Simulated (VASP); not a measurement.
# SnO2 (I4_1/amd) in VASP: further runs, part 2 of 2

VASP 6.6.1.

## Step 5: Single point, PBEsol (volume 12.638 Å^3 an atom, c/a of the conventional cell 2.2654)

File INCAR:

```
  ALGO = Normal
  EDIFF = 1E-6
  ENCUT = 520
  GGA = PS
  ISIF = 2
  ISMEAR = 0
  LASPH = True
  LCHARG = False
  LREAL = False
  LWAVE = False
  NBANDS = 35
  NELM = 80
  PREC = Accurate
  SIGMA = 0.05
```

File KPOINTS:

```
k-points
0
Gamma
  10 10 10
```

File POSCAR:

```
SnO2
1.0
   -2.0302128455      2.0302128455      4.5992441802
    2.0302128455     -2.0302128455      4.5992441802
    2.0302128455      2.0302128455     -4.5992441802
Sn O
2 4
Direct
    0.7500000000      0.2500000000      0.5000000000
    0.0000000000      0.0000000000      0.0000000000
    0.7816587867      0.7816587867      0.0000000000
    0.9683412133      0.4683412133      0.5000000000
    0.2183412133      0.2183412133      0.0000000000
    0.5316587867      0.0316587867      0.5000000000
```

Potentials or basis: VASP PAW PBE potentials, release 64 (Sn_d, O).

On the command line:

```console
$ cat potpaw_PBE.64/Sn_d/POTCAR potpaw_PBE.64/O/POTCAR > POTCAR
$ mpirun -np 1 vasp_std > vasp.out
```

OUTCAR:

```text
EDIFF = 1E-6
   ENCUT = 520
   GGA = PS
   ISIF = 2
   ISMEAR = 0
   LASPH = True
   LREAL = False
   NELM = 80
   PREC = Accurate

 ion  position               nearest neighbor table
   1  0.750  0.250  0.500-   4 2.01   6 2.01   5 2.05   3 2.05   3 2.05   5 2.05   2 3.07   2 3.07
                             2 3.07   2 3.07
   2  0.000  0.000  0.000-   3 2.01   5 2.01   4 2.05   6 2.05   6 2.05   4 2.05   1 3.07   1 3.07
                             1 3.07   1 3.07
   3  0.782  0.782  0.000-   2 2.01   1 2.05   1 2.05
   4  0.968  0.468  0.500-   1 2.01   2 2.05   2 2.05
   5  0.218  0.218  0.000-   2 2.01   1 2.05   1 2.05
   6  0.532  0.032  0.500-   1 2.01   2 2.05   2 2.05

  LATTYP: Found a body centered tetragonal cell.
 ALAT       =     4.0604256910
 C/A-ratio  =     2.2654000000

  Lattice vectors:

 A1 = (  -2.0302128455,   2.0302128455,   4.5992441802)
 A2 = (   2.0302128455,  -2.0302128455,   4.5992441802)
 A3 = (   2.0302128455,   2.0302128455,  -4.5992441802)

Analysis of symmetry for initial positions (statically):
=====================================================================
 Subroutine PRICEL returns:
 Original cell was already a primitive cell.

 Routine SETGRP: Setting up the symmetry group for a
 body centered tetragonal supercell.

 Subroutine GETGRP returns: Found 16 space group operations
 (whereof  8 operations were pure point group operations)
 out of a pool of 16 trial point group operations.

The static configuration has the point symmetry D_2d.
 The point group associated with its full space group is D_4h.

Analysis of symmetry for dynamics (positions and initial velocities):
=====================================================================
 Subroutine PRICEL returns:
 Original cell was already a primitive cell.

 Routine SETGRP: Setting up the symmetry group for a
 body centered tetragonal supercell.

 Subroutine GETGRP returns: Found 16 space group operations
[... 127 lines left out ...]
   ISMEAR =     0;   SIGMA  =   0.05  broadening in eV -4-tet -1-fermi 0-gaus
   EFERMI_NEDOS =   21; number of points for ismear=-14 and -15
   IALGO  =     38    algorithm
   IMIX   =      4    mixing-type and parameters
     AMIX     =   0.40;   BMIX     =  1.00
     AMIX_MAG =   1.60;   BMIX_MAG =  1.00
  volume/ion in A,a.u.               =      12.64        85.29
  Fermi-wavevector in a.u.,A,eV,Ry     =   1.443664  2.728129 28.356790  2.084165
  Thomas-Fermi vector in A             =   2.562046
   LORBIT       =      0    0 simple, 1 ext, 2 COOP (PROOUT), +10 PAW based schemes
   GGA     = PS    functional components
   LHFCALC =     F    Hartree Fock is set to
   AEXX    =    0.0000 exact exchange contribution
   IVDW    =     0    specifies the selected vdW correction
   LEPSILON=     F    determine dielectric tensor
   LRPA    =     F    only Hartree local field effects (RPA)
 non-spin polarized calculation
 Gauss-broadening in eV      SIGMA  =   0.05
  energy-cutoff  :      520.00
  volume of cell :       75.83
 maximum number of plane-waves:      2069
   NGX = 21   NGY = 21   NGZ = 21

 number of electron      52.0000001 magnetization

 Free energy of the ion-electron system (eV)
  ---------------------------------------------------
  ext. energy  EPLUGINS =         0.00000000
  ---------------------------------------------------
  free energy    TOTEN  =       -38.74450413 eV

  energy without entropy =      -38.74450413  energy(sigma->0) =      -38.74450413

 E-fermi :   5.1264     XC(G=0): -11.0168

 val. band max:        4.8457695389   @ k =   0.3000   0.3000   0.2000
 cond. band min:       6.9265413717   @ k =   0.0000   0.0000   0.0000
 fundamental gap:      2.0807718328
 Fermi energy:         5.1263754937

 k-point     1 :       0.0000    0.0000    0.0000
  band No.  band energies     occupation
      1     -15.9795      2.00000
      2     -15.6953      2.00000
      3     -15.5407      2.00000
      4     -14.9835      2.00000
      5     -14.7934      2.00000
      6     -14.7934      2.00000
[... 901 lines left out ...]
     34      16.5694      0.00000
     35      17.5312      0.00000

 [... further k-points ...]
[... 5 lines left out ...]
  --------------------------------------------------------------------------------------
  -------------------------------------------------------------------------------------
  Total        3.8486569      3.8486569      9.3849735      0.0000000      0.0000000     -0.0000000
  in kB       81.3186541     81.3186541    198.2960346      0.0000000      0.0000000     -0.0000000
  external PRESSURE =     120.3111142 kB  Pullay stress =       0.0000000 kB

 VOLUME and BASIS-vectors are now :
 -----------------------------------------------------------------------------
  energy-cutoff  :      520.00
  volume of cell :       75.83
      direct lattice vectors                 reciprocal lattice vectors
    -2.030212845  2.030212845  4.599244180     0.000000000  0.246279596  0.108713515
     2.030212845 -2.030212845  4.599244180     0.246279596  0.000000000  0.108713515
     2.030212845  2.030212845 -4.599244180     0.246279596  0.246279596  0.000000000

 POSITION                                       TOTAL-FORCE (eV/Angst)
 -----------------------------------------------------------------------------------
     -0.00000      2.03021      2.29962        -0.000000     -0.000000      0.000000
      0.00000      0.00000      0.00000        -0.000000     -0.000000      0.000000
      0.00000      0.00000      7.19008         0.000000     -0.000000     -0.052214
      0.00000      2.03021      4.30803        -0.000000      0.000000      0.052214
      0.00000      0.00000      2.00841         0.000000     -0.000000      0.052214
      0.00000      2.03021      0.29121        -0.000000      0.000000     -0.052214
 -----------------------------------------------------------------------------------
    total drift:                                0.000000     -0.000000     -0.000000

  FREE ENERGIE OF THE ION-ELECTRON SYSTEM (eV)
  ---------------------------------------------------
  free  energy   TOTEN  =       -38.7445041263 eV

  energy  without entropy=      -38.7445041263  energy(sigma->0) =      -38.74450413
```

OSZICAR:

```text
N       E                     dE             d eps       ncg     rms          rms(c)
DAV:   1     0.649674878294E+03    0.64967E+03   -0.25492E+04  7853   0.230E+03
DAV:   2     0.605865772484E+02   -0.58909E+03   -0.55477E+03  7732   0.616E+02
DAV:   3    -0.389301554086E+02   -0.99517E+02   -0.97918E+02  7701   0.211E+02
DAV:   4    -0.441809003023E+02   -0.52507E+01   -0.52116E+01  9161   0.532E+01
DAV:   5    -0.443184562115E+02   -0.13756E+00   -0.13738E+00  8831   0.899E+00    0.154E+01
DAV:   6    -0.387111257012E+02    0.56073E+01   -0.15356E+01 11592   0.628E+01    0.638E+00
DAV:   7    -0.387957915580E+02   -0.84666E-01   -0.20047E+00  8028   0.779E+00    0.326E+00
DAV:   8    -0.387548976783E+02    0.40894E-01   -0.18862E-01 10452   0.460E+00    0.744E-01
DAV:   9    -0.387438510611E+02    0.11047E-01   -0.41542E-02 11573   0.358E+00    0.131E-01
DAV:  10    -0.387443871512E+02   -0.53609E-03   -0.41840E-03  9391   0.532E-01    0.559E-02
DAV:  11    -0.387445024223E+02   -0.11527E-03   -0.24831E-04  9217   0.118E-01    0.162E-02
DAV:  12    -0.387445059090E+02   -0.34867E-05   -0.20873E-05  9709   0.324E-02    0.111E-02
DAV:  13    -0.387445042252E+02    0.16838E-05   -0.11031E-05  9385   0.606E-02    0.316E-03
DAV:  14    -0.387445041263E+02    0.98878E-07   -0.88709E-07  5100   0.105E-02
   1 F= -.38744504E+02 E0= -.38744504E+02  d E =-.473364E-17
```

It took 3.5 min on 1 thread of Intel Xeon 6975P-C (Granite Rapids), shared host; peak memory 0.38 GiB.

Results:

```
Free energy            : -38.7445 eV
Pressure               : 12.0 GPa
Largest force          : 0.052 eV/Å
Band gap on the k mesh : 2.08 eV, indirect (least direct gap 2.84 eV)
```

Forces in eV/Å, atoms in the order of the input:
```
Sn   0.000  0.000  0.000
Sn   0.000  0.000  0.000
O    0.000  0.000 -0.052
O    0.000  0.000  0.052
O    0.000  0.000  0.052
O    0.000  0.000 -0.052
```

Stress tensor (GPa, compression positive):
```
 8.13  0.00  0.00
 0.00  8.13  0.00
 0.00  0.00 19.83
```

Levels at points of the mesh, in eV from the valence-band top:
```tsv
k point	band 22	band 23	band 24	band 25	band 26	band 27	band 28	band 29	band 30	band 31
(0.00, 0.00, 0.00)	-1.24	-0.79	-0.79	-0.76	-0.76	2.08	5.37	9.93	11.28	11.53
(0.50, 0.00, 0.00)	-1.09	-1.07	-0.92	-0.87	-0.69	5.50	6.66	8.15	8.78	10.79
(0.50, 0.50, 0.00)	-1.13	-0.75	-0.75	-0.07	-0.07	7.23	7.23	7.89	7.89	8.91
(0.50, 0.50, 0.50)	-3.00	-1.06	-1.06	-0.58	-0.58	4.28	4.28	8.49	8.49	11.96
```

Caveat: the PAW data sets were made with another functional, which shifts forces and pressure a little; spin-orbit coupling is left out, which moves the levels of the heavy elements.

## Step 6: Summary

| cell | gap on the mesh (eV) | pressure (GPa) | largest force (eV/Å) |
| --- | --- | --- | --- |
| a = 6.009 Å, angles 140.0, 140.0, 57.9°, 6 atoms | 0.92 | -9.2 | 0.03 |
| a = 5.720 Å, angles 136.0, 136.0, 64.0°, 6 atoms | 1.22 | -8.3 | 0.06 |
| a = 6.346 Å, angles 143.7, 143.7, 52.3°, 6 atoms | 0.60 | -9.2 | - |
| a = 5.422 Å, angles 136.0, 136.0, 64.0°, 6 atoms | 2.08 | 12.0 | 0.05 |

Alike in all rows: task single point; level PBEsol; potentials or basis VASP PAW PBE potentials, release 64 (Sn_d, O); no spin polarisation; k mesh 10 × 10 × 10; cutoff (eV) 520; smearing gaussian 0.05 eV.

Caveats: the PAW data sets were made with another functional, which shifts forces and pressure a little; spin-orbit coupling is left out, which moves the levels of the heavy elements.

Total energies depend on the potentials used, so only differences within one code and one set of settings carry meaning.
